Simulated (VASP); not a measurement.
# SrTiO3 (R-3m) in VASP: notebook, part 2 of 2

VASP 6.6.1. Earlier steps stand in the parts before.

**3. Electric field gradients, PBEsol (equal xy, yz and zx shear strains of -1 %)**

INCAR reads:

```
SYSTEM = SrTiO3
ALGO = Normal ; EDIFF = 1E-8
ENCUT = 520 ; GGA = PS
ISIF = 2 ; ISMEAR = -1
LASPH = .TRUE. ; LCHARG = .FALSE.
LEFG = .TRUE. ; LREAL = .FALSE.
LWAVE = .FALSE. ; NBANDS = 28
NELM = 80 ; PREC = Accurate
SIGMA = 0.05
```

KPOINTS reads:

```
k-points
0
G
  7 7 7
  0 0 0
```

POSCAR reads:

```
SrTiO3
1.0
    3.9050000000     -0.0195250000     -0.0195250000
   -0.0195250000      3.9050000000     -0.0195250000
   -0.0195250000     -0.0195250000      3.9050000000
Sr Ti O
1 1 3
Direct
    0.0000000000      0.0000000000      0.0000000000
    0.5000000000      0.5000000000      0.5000000000
    0.0000000000      0.5000000000      0.5000000000
    0.5000000000      0.0000000000      0.5000000000
    0.5000000000      0.5000000000      0.0000000000
```

Potentials or basis: VASP PAW PBE potentials, release 64 (Sr_sv, Ti_sv, O).

Launch:

```
> cat potpaw_PBE.64/Sr_sv/POTCAR potpaw_PBE.64/Ti_sv/POTCAR potpaw_PBE.64/O/POTCAR > POTCAR
> mpirun -np 1 vasp_std > vasp.out
```

OUTCAR:

```text
SYSTEM = SrTiO3
   EDIFF = 1E-8
   ENCUT = 520
   GGA = PS
   ISIF = 2
   ISMEAR = -1
   LASPH = .TRUE.
   LREAL = .FALSE.
   NELM = 80
   PREC = Accurate

 ion  position               nearest neighbor table
   1  0.000  0.000  0.000-   3 2.75   4 2.75   5 2.75   3 2.75   4 2.75   5 2.75   5 2.78   3 2.78
                             4 2.78   5 2.78   4 2.78   3 2.78   2 3.35   2 3.35   2 3.39   2 3.39
   2  0.500  0.500  0.500-   3 1.95   4 1.95   5 1.95   5 1.95   4 1.95   3 1.95   1 3.35   1 3.35
                             1 3.39   1 3.39   1 3.39   1 3.39   1 3.39   1 3.39
   3  0.000  0.500  0.500-   2 1.95   2 1.95   1 2.75   1 2.75   1 2.78   1 2.78
   4  0.500  0.000  0.500-   2 1.95   2 1.95   1 2.75   1 2.75   1 2.78   1 2.78
[... 986 lines left out ...]
   3       9.379    -4.690    -4.690    -1.399    -1.399     0.510
   4      -4.690     9.379    -4.690    -1.399     0.510    -1.399
   5      -4.690    -4.690     9.379     0.510    -1.399    -1.399
---------------------------------------------------------------------

 Electric field gradients after diagonalization (V/A^2)
 (convention: |V_zz| > |V_xx| > |V_yy|)
----------------------------------------------------------------------
 ion       V_xx      V_yy      V_zz     asymmetry (V_yy - V_xx)/ V_zz
----------------------------------------------------------------------
   1       2.874     2.874    -5.749       0.000
   2      -1.967    -1.967     3.934       0.000
   3      -5.199    -4.462     9.662       0.076
   4      -5.199    -4.462     9.662       0.076
   5      -5.199    -4.462     9.662       0.076
----------------------------------------------------------------------

           NMR quadrupolar parameters

 Cq : quadrupolar parameter    Cq=e*Q*V_zz/h
 eta: asymmetry parameters     (V_yy - V_xx)/ V_zz
 Q  : nuclear electric quadrupole moment in mb (millibarn)
----------------------------------------------------------------------
 ion       Cq(MHz)       eta       Q (mb)
----------------------------------------------------------------------
   1      -0.014       0.000       1.000
   2       0.010       0.000       1.000
   3       0.023       0.076       1.000
   4       0.023       0.076       1.000
   5       0.023       0.076       1.000
----------------------------------------------------------------------
```

stdout:

```text
POSCAR found type information on POSCAR SrTiO
 POSCAR found :  3 types and       5 ions
 scaLAPACK will be used
 -----------------------------------------------------------------------------
[... 20 lines left out ...]
     0.0000403     0.4059643    -0.1238976    -0.1942047     0.4059643     0.3363724
     0.0000555     0.4059643    -0.1238976    -0.1942047     0.4059643     0.3363725
     0.0000765     0.4059643    -0.1238976    -0.1942047     0.4059643     0.3363725
[... 12 lines left out ...]
     0.0000293     1.2719491     1.2719491     1.7892627    -0.4278613     3.0990940
     0.0000403     1.2719488     1.2719488     1.7892622    -0.4278613     3.0990931
     0.0000555     1.2719485     1.2719485     1.7892614    -0.4278611     3.0990916
     0.0000765     1.2719478     1.2719478     1.7892599    -0.4278609     3.0990891

ion   5
```

Run time: 2.5 min. Hardware: 1 thread of Intel Xeon 8259CL, shared host; peak memory 0.22 GiB.

What came out:

```yaml
Free_energy: -42.0089 eV
Pressure: -1.3 GPa
Band_gap_on_the_k_mesh: 1.82 eV (least direct gap 2.07 eV)
Largest_electric_field_gradient_by_atom: Sr -5.7; Ti +3.9; O +9.7 V/Å²
```

Electric field gradients, principal values (V/Å²):
| atom | least | middle | greatest (by size) |
| --- | --- | --- | --- |
| 1 Sr | 2.874 | 2.874 | -5.749 |
| 2 Ti | -1.967 | -1.967 | 3.934 |
| 3 O | -4.462 | -5.199 | 9.662 |
| 4 O | -4.462 | -5.199 | 9.662 |
| 5 O | -4.462 | -5.199 | 9.662 |

Caveat: the cell differs from its parent crystal (equal xy, yz and zx shear strains of -1 %); without QUAD_EFG the Cq values of the log hold for a quadrupole moment of 1 mb, not for the nuclei; the PAW data sets were made with another functional, which shifts forces and pressure a little. A k mesh can miss the band edges.

**4. Electric field gradients, PBEsol (equal xy, yz and zx shear strains of +2 %)**

INCAR reads:

```
SYSTEM = SrTiO3
  ALGO = Normal
  EDIFF = 1E-8
  ENCUT = 520
  GGA = PS
  ISIF = 2
  ISMEAR = -1
  LASPH = .TRUE.
  LCHARG = .FALSE.
  LEFG = .TRUE.
  LREAL = .FALSE.
  LWAVE = .FALSE.
  NBANDS = 28
  NELM = 100
  PREC = Accurate
  SIGMA = 0.05
```

KPOINTS is that of step 3.

POSCAR: that of step 3 with these lines changed.

```diff
@@ -2,5 +2,5 @@
 1.0
-    3.9050000000     -0.0195250000     -0.0195250000
-   -0.0195250000      3.9050000000     -0.0195250000
-   -0.0195250000     -0.0195250000      3.9050000000
+    3.9050000000      0.0390500000      0.0390500000
+    0.0390500000      3.9050000000      0.0390500000
+    0.0390500000      0.0390500000      3.9050000000
 Sr Ti O
```

Potentials or basis: VASP PAW PBE potentials, release 64 (Sr_sv, Ti_sv, O).

Launch:

```
> cat potpaw_PBE.64/Sr_sv/POTCAR potpaw_PBE.64/Ti_sv/POTCAR potpaw_PBE.64/O/POTCAR > POTCAR
> mpirun -np 1 vasp_std > vasp.out
```

OUTCAR:

```text
SYSTEM = SrTiO3
   EDIFF = 1E-8
   ENCUT = 520
   GGA = PS
   ISIF = 2
   ISMEAR = -1
   LASPH = .TRUE.
   LREAL = .FALSE.
   NELM = 100
   PREC = Accurate

 ion  position               nearest neighbor table
   1  0.000  0.000  0.000-   3 2.73   4 2.73   3 2.73   5 2.73   4 2.73   5 2.73   3 2.79   3 2.79
                             4 2.79   5 2.79   4 2.79   5 2.79   2 3.36   2 3.36   2 3.36   2 3.36
   2  0.500  0.500  0.500-   3 1.95   4 1.95   5 1.95   5 1.95   4 1.95   3 1.95   1 3.36   1 3.36
                             1 3.36   1 3.36   1 3.36   1 3.36   1 3.45   1 3.45
   3  0.000  0.500  0.500-   2 1.95   2 1.95   1 2.73   1 2.73   1 2.79   1 2.79
   4  0.500  0.000  0.500-   2 1.95   2 1.95   1 2.73   1 2.73   1 2.79   1 2.79
[... 986 lines left out ...]
   3       9.420    -4.710    -4.710     2.858     2.858    -0.888
   4      -4.710     9.420    -4.710     2.858    -0.888     2.858
   5      -4.710    -4.710     9.420    -0.888     2.858     2.858
---------------------------------------------------------------------

 Electric field gradients after diagonalization (V/A^2)
 (convention: |V_zz| > |V_xx| > |V_yy|)
----------------------------------------------------------------------
 ion       V_xx      V_yy      V_zz     asymmetry (V_yy - V_xx)/ V_zz
----------------------------------------------------------------------
   1      -6.275    -6.275    12.550       0.000
   2       3.908     3.908    -7.815       0.000
   3      -6.617    -3.822    10.439       0.268
   4      -6.617    -3.822    10.439       0.268
   5      -6.617    -3.822    10.439       0.268
----------------------------------------------------------------------

           NMR quadrupolar parameters

 Cq : quadrupolar parameter    Cq=e*Q*V_zz/h
 eta: asymmetry parameters     (V_yy - V_xx)/ V_zz
 Q  : nuclear electric quadrupole moment in mb (millibarn)
----------------------------------------------------------------------
 ion       Cq(MHz)       eta       Q (mb)
----------------------------------------------------------------------
   1       0.030       0.000       1.000
   2      -0.019       0.000       1.000
   3       0.025       0.268       1.000
   4       0.025       0.268       1.000
   5       0.025       0.268       1.000
----------------------------------------------------------------------
```

OSZICAR:

```text
N       E                     dE             d eps       ncg     rms          rms(c)
DAV:   1     0.431825342783E+03    0.43183E+03   -0.21427E+04  2464   0.159E+03
DAV:   2    -0.601751982295E+01   -0.43784E+03   -0.41965E+03  2776   0.439E+02
DAV:   3    -0.494702777204E+02   -0.43453E+02   -0.43113E+02  3364   0.134E+02
[... 12 lines left out ...]
DAV:  16    -0.419905043588E+02    0.97336E-06   -0.13210E-05  2856   0.289E-02    0.203E-03
DAV:  17    -0.419905043869E+02   -0.28055E-07   -0.10404E-06  3260   0.824E-03    0.242E-03
DAV:  18    -0.419905044098E+02   -0.22935E-07   -0.60827E-08  2960   0.210E-03    0.189E-03
DAV:  19    -0.419905043791E+02    0.30719E-07   -0.64167E-08  2844   0.363E-03    0.441E-04
DAV:  20    -0.419905043749E+02    0.42137E-08   -0.11225E-08  1812   0.709E-04
   1 F= -.41990504E+02 E0= -.41990504E+02  d E =-.150345E-08
```

stdout:

```text
POSCAR found type information on POSCAR SrTiO
 POSCAR found :  3 types and       5 ions
 scaLAPACK will be used
 -----------------------------------------------------------------------------
[... 20 lines left out ...]
     0.0000403    -0.8306689     0.2063197    -0.1872747    -0.8306689     0.3243692
     0.0000555    -0.8306689     0.2063197    -0.1872747    -0.8306689     0.3243693
     0.0000765    -0.8306688     0.2063197    -0.1872747    -0.8306688     0.3243693
[... 12 lines left out ...]
     0.0000293    -2.5989550    -2.5989550     1.8082017     0.7341666     3.1318973
     0.0000403    -2.5989545    -2.5989545     1.8082012     0.7341664     3.1318964
     0.0000555    -2.5989537    -2.5989537     1.8082003     0.7341662     3.1318949
     0.0000765    -2.5989525    -2.5989525     1.8081989     0.7341658     3.1318923

ion   5
```

It took 1.9 min on 1 thread of Intel Xeon 8259CL, shared host; peak memory 0.22 GiB.

Results:

| Quantity | Value |
| --- | --- |
| Free energy | -41.9905 eV |
| Pressure | -1.2 GPa |
| Band gap on the k mesh | 1.81 eV (least direct gap 2.06 eV) |
| Largest electric field gradient by atom | Sr +12.6; Ti -7.8; O +10.4 V/Å² |

Levels at points of the mesh, in eV from the valence-band top:
```
           k point  band 17  band 18  band 19  band 20  band 21  band 22  band 23  band 24
(0.00, 0.00, 0.00)    -1.05    -0.41    -0.25    -0.25     1.81     1.81     1.91     4.38
```

Electric field gradients, principal values (V/Å²):
| atom | least | middle | greatest (by size) |
| --- | --- | --- | --- |
| 1 Sr | -6.275 | -6.275 | 12.550 |
| 2 Ti | 3.908 | 3.908 | -7.815 |
| 3 O | -3.822 | -6.617 | 10.439 |
| 4 O | -3.822 | -6.617 | 10.439 |
| 5 O | -3.822 | -6.617 | 10.439 |

Caveat: the cell differs from its parent crystal (equal xy, yz and zx shear strains of +2 %); without QUAD_EFG the Cq values of the log hold for a quadrupole moment of 1 mb, not for the nuclei; the PAW data sets were made with another functional, which shifts forces and pressure a little.
